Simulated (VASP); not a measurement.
# SnS2 (P-3m1) in VASP: single point with PBE

Aim: the single point of SnS2 with PBE.

All numbers are computed with VASP 6.6.1; they aren't measurements. Logs are shortened: lines on timing, memory, paths and dates and some standing lists are left out, and cuts for length are marked.

## Step 1: The cell of the first run

The structure is trigonal, space group P-3m1 (No. 164). The conventional cell has a = 3.639 Å, b = 3.639 Å, c = 5.868 Å, α = 90.00°, β = 90.00°, γ = 120.00°. Sn (site symmetry -3m) has 6 S at 2.56 Å within 3.4 Å. Within 3.4 Å of S (site symmetry 3m) lie 3 Sn at 2.56 Å.

## Step 2: Single point, PBE

Input file INCAR:

```
SYSTEM = SnS2
  PREC = Accurate
  ENCUT = 500
  EDIFF = 1E-6
  ISMEAR = -1
  SIGMA = 0.05
  LREAL = .FALSE.
  LASPH = .TRUE.
  NELM = 120
  ALGO = Normal
  ISIF = 2
  LWAVE = .FALSE.
  LCHARG = .FALSE.
  GGA = PE
  NBANDS = 20
  GGA_COMPAT = .FALSE.
```

Input file KPOINTS:

```
regular mesh
0
G
  5 5 3
  0 0 0
```

Input file POSCAR:

```
SnS2
1.0
    3.6390000000      0.0000000000      0.0000000000
   -1.8195000000      3.1514664400      0.0000000000
    0.0000000000      0.0000000000      5.8680000000
Sn S
1 2
Direct
    0.0000000000      0.0000000000      0.0000000000
    0.3333333300      0.6666666700      0.2500000000
    0.6666666700      0.3333333300      0.7500000000
```

Potentials or basis: VASP PAW PBE potentials, release 64 (Sn_d, S).

Launch:

```bash
> cat potpaw_PBE.64/Sn_d/POTCAR potpaw_PBE.64/S/POTCAR > POTCAR
> mpirun -np 1 vasp_std > vasp.out
```

OUTCAR:

```text
SYSTEM = SnS2
   PREC = Accurate
   ENCUT = 500
   EDIFF = 1E-6
   ISMEAR = -1
   LREAL = .FALSE.
   LASPH = .TRUE.
   NELM = 120
   ISIF = 2
   GGA = PE

 ion  position               nearest neighbor table
   1  0.000  0.000  0.000-   2 2.56   3 2.56   2 2.56   3 2.56   3 2.56   2 2.56
   2  0.333  0.667  0.250-   1 2.56   1 2.56   1 2.56
   3  0.667  0.333  0.750-   1 2.56   1 2.56   1 2.56

  LATTYP: Found a hexagonal cell.
 ALAT       =     3.6390000000
 C/A-ratio  =     1.6125309151

  Lattice vectors:

 A1 = (   3.6390000000,   0.0000000000,   0.0000000000)
 A2 = (  -1.8195000000,   3.1514664400,   0.0000000000)
 A3 = (   0.0000000000,   0.0000000000,   5.8680000000)

Analysis of symmetry for initial positions (statically):
=====================================================================
 Subroutine PRICEL returns:
 Original cell was already a primitive cell.

 Routine SETGRP: Setting up the symmetry group for a
 hexagonal supercell.

 Subroutine GETGRP returns: Found 12 space group operations
 (whereof 12 operations were pure point group operations)
 out of a pool of 24 trial point group operations.

The static configuration has the point symmetry D_3d.

Analysis of symmetry for dynamics (positions and initial velocities):
=====================================================================
 Subroutine PRICEL returns:
 Original cell was already a primitive cell.

 Routine SETGRP: Setting up the symmetry group for a
 hexagonal supercell.

 Subroutine GETGRP returns: Found 12 space group operations
 (whereof 12 operations were pure point group operations)
 out of a pool of 24 trial point group operations.

The dynamic configuration has the point symmetry D_3d.

 Subroutine INISYM returns: Found 12 space group operations
 (whereof 12 operations are pure point group operations),
 and found     1 'primitive' translations

----------------------------------------------------------------------------------------

                                     Primitive cell

  volume of cell :      67.2953

  direct lattice vectors                    reciprocal lattice vectors
     3.639000000  0.000000000  0.000000000     0.274800769  0.158656298  0.000000000
    -1.819500000  3.151466440  0.000000000     0.000000000  0.317312597  0.000000000
     0.000000000  0.000000000  5.868000000     0.000000000  0.000000000  0.170415815

  length of vectors
     3.639000000  3.638999996  5.868000000     0.317312597  0.317312597  0.170415815

  position of ions in fractional coordinates (direct lattice)
     0.000000000  0.000000000  0.000000000
     0.333333330  0.666666670  0.250000000
     0.666666670  0.333333330  0.750000000

  ion indices of the primitive-cell ions
   primitive index   ion index
                 1           1
                 2           2
                 3           3

----------------------------------------------------------------------------------------

 KPOINTS: regular mesh

Automatic generation of k-mesh.
 Grid dimensions read from file:
 generate k-points for:    5    5    3

 Generating k-lattice:

  Cartesian coordinates                     Fractional coordinates (reciprocal lattice)
     0.054960154  0.031731260  0.000000000     0.200000000  0.000000000  0.000000000
     0.000000000  0.063462519  0.000000000     0.000000000  0.200000000  0.000000000
     0.000000000  0.000000000  0.056805272     0.000000000  0.000000000  0.333333333

  Length of vectors
     0.063462519  0.063462519  0.056805272

  Shift w.r.t. Gamma in fractional coordinates (k-lattice)
     0.000000000  0.000000000  0.000000000

 Subroutine IBZKPT returns following result:
 ===========================================

 Found     12 irreducible k-points:

 Following reciprocal coordinates:
            Coordinates               Weight
  0.000000  0.000000  0.000000      1.000000
  0.200000 -0.000000  0.000000      6.000000
  0.400000 -0.000000  0.000000      6.000000
  0.200000  0.200000  0.000000      6.000000
  0.400000  0.200000  0.000000      6.000000
  0.000000  0.000000  0.333333      2.000000
  0.200000 -0.000000  0.333333      6.000000
  0.000000  0.200000  0.333333      6.000000
  0.400000 -0.000000  0.333333      6.000000
  0.000000  0.400000  0.333333      6.000000
  0.200000  0.200000  0.333333     12.000000
  0.400000  0.200000  0.333333     12.000000
   k-points           NKPTS =     12   k-points in BZ     NKDIM =     12   number of bands    NBANDS=     20
   number of dos      NEDOS =    301   number of ions     NIONS =      3
   total plane-waves  NPLWV =  37632
   dimension x,y,z NGX =    28 NGY =   28 NGZ =   48
   dimension x,y,z NGXF=    56 NGYF=   56 NGZF=   96
   ions per type =               1   2
   NGX,Y,Z   is equivalent  to a cutoff of  12.79, 12.79, 13.60 a.u.
   NGXF,Y,Z  is equivalent  to a cutoff of  25.58, 25.58, 27.20 a.u.
 SYSTEM =  SnS2
   PREC   = accura    normal or accurate (medium, high low for compatibility)
   ISTART =      0    job   : 0-new  1-cont  2-samecut
   ICHARG =      2    charge: 1-file 2-atom 10-const
   ISPIN  =      1    spin polarized calculation?
   LNONCOLLINEAR =      F non collinear calculations
   LSORBIT =      F    spin-orbit coupling
   LASPH  =      T    aspherical Exc in radial PAW
   ENCUT  =  500.0 eV  36.75 Ry    6.06 a.u.   6.63  6.63 10.70*2*pi/ulx,y,z
   NELM   =    120;   NELMIN=  2; NELMDL= -5     # of ELM steps
   EDIFF  = 0.1E-05   stopping-criterion for ELM
   LREAL  =      F    real-space projection
   EDIFFG = 0.1E-04   stopping-criterion for IOM
   NSW    =      0    number of steps for IOM
   IBRION =     -1    ionic relax: 0-MD 1-quasi-New 2-CG
   NFREE  =      0    steps in history (QN), initial steepest desc. (CG)
   ISIF   =      2    stress and relaxation
   ISYM   =      2    0-nonsym 1-usesym 2-fastsym
   POTIM  = 0.5000    time-step for ionic-motion
   TEBEG  =    0.0;   TEEND  =   0.0 temperature during run
   PSTRESS=    0.0 pullay stress
   NELECT =      26.0000    total number of electrons
   NUPDOWN=      -1.0000    fix difference up-down
   EMIN   =  10.00;   EMAX   =-10.00  energy-range for DOS
   EFERMI =   0.00;   METHOD = LEGACY
   ISMEAR =    -1;   SIGMA  =   0.05  broadening in eV -4-tet -1-fermi 0-gaus
   EFERMI_NEDOS =   21; number of points for ismear=-14 and -15
   IALGO  =     38    algorithm
   IMIX   =      4    mixing-type and parameters
     AMIX     =   0.40;   BMIX     =  1.00
     AMIX_MAG =   1.60;   BMIX_MAG =  1.00
  volume/ion in A,a.u.               =      22.43       151.38
  Fermi-wavevector in a.u.,A,eV,Ry     =   1.192352  2.253218 19.343434  1.421702
  Thomas-Fermi vector in A             =   2.328392
   LORBIT       =      0    0 simple, 1 ext, 2 COOP (PROOUT), +10 PAW based schemes
   GGA     = PE    functional components
   LHFCALC =     F    Hartree Fock is set to
   AEXX    =    0.0000 exact exchange contribution
   IVDW    =     0    specifies the selected vdW correction
   LEPSILON=     F    determine dielectric tensor
   LRPA    =     F    only Hartree local field effects (RPA)
 non-spin polarized calculation
  energy-cutoff  :      500.00
  volume of cell :       67.30
 maximum number of plane-waves:      1737
 NGX is ok and might be reduce to    28
   NGX = 13   NGY = 13   NGZ = 21

 number of electron      26.0000007 magnetization

 Free energy of the ion-electron system (eV)
  ---------------------------------------------------
  ext. energy  EPLUGINS =         0.00000000
  ---------------------------------------------------
  free energy    TOTEN  =       -13.11660877 eV

  energy without entropy =      -13.11660870  energy(sigma->0) =      -13.11660874

 E-fermi :   5.5211     XC(G=0):  -9.6584

 val. band max:        4.8016499240   @ k =   0.0000   0.0000   0.0000
 cond. band min:       6.2790818846   @ k =   0.0000   0.4000   0.3333
 fundamental gap:      1.4774319606
 Fermi energy:         5.5211069124

 k-point     1 :       0.0000    0.0000    0.0000
  band No.  band energies     occupation
      1     -16.1478      2.00000
      2     -16.1478      2.00000
      3     -16.1050      2.00000
      4     -16.0760      2.00000
      5     -16.0760      2.00000
      6      -9.0572      2.00000
[... 12 lines left out ...]
     19      14.3575      0.00000
     20      14.3575      0.00000

 k-point     2 :       0.2000   -0.0000    0.0000
  band No.  band energies     occupation
      1     -16.1737      2.00000
      2     -16.1280      2.00000
      3     -16.0946      2.00000
      4     -16.0819      2.00000
      5     -16.0718      2.00000
      6      -8.6115      2.00000
[... 12 lines left out ...]
     19      13.6169      0.00000
     20      14.7430      0.00000

 k-point     3 :       0.4000   -0.0000    0.0000
  band No.  band energies     occupation
      1     -16.2220      2.00000
      2     -16.1150      2.00000
      3     -16.1126      2.00000
      4     -16.0503      2.00000
      5     -16.0453      2.00000
      6      -7.4862      2.00000
[... 12 lines left out ...]
     19      14.8362      0.00000
     20      15.5727      0.00000

 k-point     4 :       0.2000    0.2000    0.0000
  band No.  band energies     occupation
      1     -16.1943      2.00000
      2     -16.1316      2.00000
      3     -16.0958      2.00000
      4     -16.0782      2.00000
      5     -16.0470      2.00000
      6      -7.8005      2.00000
[... 153 lines left out ...]
 k-point    11 :       0.2000    0.2000    0.3333
  band No.  band energies     occupation
      1     -16.1945      2.00000
      2     -16.1317      2.00000
      3     -16.0959      2.00000
      4     -16.0781      2.00000
      5     -16.0469      2.00000
      6      -7.6926      2.00000
[... 12 lines left out ...]
     19      13.1937      0.00000
     20      14.4324      0.00000

 k-point    12 :       0.4000    0.2000    0.3333
  band No.  band energies     occupation
      1     -16.2041      2.00000
      2     -16.1406      2.00000
      3     -16.0979      2.00000
      4     -16.0551      2.00000
      5     -16.0478      2.00000
      6      -6.8093      2.00000
[... 12 lines left out ...]
     19      14.3584      0.00000
     20      15.3159      0.00000

------------------------ aborting loop because EDIFF is reached ----------------------------------------

  FORCE on cell =-STRESS in cart. coord.  units (eV):
  Direction    XX          YY          ZZ          XY          YZ          ZX
  --------------------------------------------------------------------------------------
  -------------------------------------------------------------------------------------
  Total        1.8783979      1.8783979      1.6309827      0.0000000      0.0000000      0.0000000
  in kB       44.7211887     44.7211886     38.8306888      0.0000000      0.0000000      0.0000000
  external PRESSURE =      42.7576887 kB  Pullay stress =       0.0000000 kB

 VOLUME and BASIS-vectors are now :
 -----------------------------------------------------------------------------
  energy-cutoff  :      500.00
  volume of cell :       67.30
      direct lattice vectors                 reciprocal lattice vectors
     3.639000000  0.000000000  0.000000000     0.274800769  0.158656298  0.000000000
    -1.819500000  3.151466440  0.000000000     0.000000000  0.317312597  0.000000000
     0.000000000  0.000000000  5.868000000     0.000000000  0.000000000  0.170415815

 POSITION                                       TOTAL-FORCE (eV/Angst)
 -----------------------------------------------------------------------------------
      0.00000      0.00000      0.00000         0.000000      0.000000      0.000000
     -0.00000      2.10098      1.46700        -0.000000      0.000000      0.214670
      1.81950      1.05049      4.40100         0.000000     -0.000000     -0.214670
 -----------------------------------------------------------------------------------
    total drift:                                0.000000      0.000000      0.000000

  FREE ENERGIE OF THE ION-ELECTRON SYSTEM (eV)
  ---------------------------------------------------
  free  energy   TOTEN  =       -13.1166087707 eV

  energy  without entropy=      -13.1166087016  energy(sigma->0) =      -13.11660874
```

It took 27 s on 1 thread of Intel Xeon 8259CL, shared host; peak memory 0.18 GiB.

What came out:

```
Free energy            : -13.1166 eV
Pressure               : 4.3 GPa
Largest force          : 0.215 eV/Å
Band gap on the k mesh : 1.48 eV (least direct gap 2.01 eV)
```

Forces in eV/Å, atoms in the order of the input:
```
Sn   0.000  0.000  0.000
S    0.000  0.000  0.215
S    0.000  0.000 -0.215
```

Stress tensor (GPa, compression positive):
```
4.47 0.00 0.00
0.00 4.47 0.00
0.00 0.00 3.88
```

Levels at points of the mesh, in eV from the valence-band top:
```tsv
k point	band 9	band 10	band 11	band 12	band 13	band 14	band 15	band 16	band 17	band 18
(0.00, 0.00, 0.00)	-0.64	-0.64	-0.36	-0.36	0.00	2.01	3.67	5.46	5.46	8.96
```

Caveat: the cell stands under pressure; spin-orbit coupling is left out, which moves the levels of the heavy elements; an odd mesh through Γ misses points on the zone boundary, where band edges can lie; this functional lacks dispersion, which binds the layers, so the pressure and a relaxed spacing across them are unreliable.
